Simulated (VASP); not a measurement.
Runs of VASP 6.6.1 on MgO. Symmetry: Fm-3m, No. 225, cubic system. The conventional cell has a = 4.214 Å, b = 4.214 Å, c = 4.214 Å, α = 90.00°, β = 90.00°, γ = 90.00°. Mg (site symmetry m-3m) has 6 O at 2.11 Å within 2.8 Å. Within 2.8 Å of O (site symmetry m-3m) lie 6 Mg at 2.11 Å. 

| level | potentials or basis | gap on the mesh (eV) | pressure (GPa) |
| --- | --- | --- | --- |
| LDA | VASP PAW LDA potentials, release 64 (Mg, O) | (a) | -8.0 |
| PBEsol | VASP PAW PBE potentials, release 64 (Mg, O) | 4.62 | -0.5 |
| PBE | VASP PAW PBE potentials, release 64 (Mg, O) | 4.71 | 3.7 |
| r2SCAN | VASP PAW PBE potentials, release 64 (Mg, O) | (b) | (c) |

Alike in all rows: task single point; no spin polarisation; cell as given; k mesh 10 × 10 × 10; cutoff (eV) 520; smearing fermi-dirac 0.05 eV.

**Question.** Estimate the missing entries.

**Answer.** (a) 4.64; (b) 5.59; (c) -2.3.

Caveats: the PAW data sets were made with another functional, which shifts forces and pressure a little (some runs).

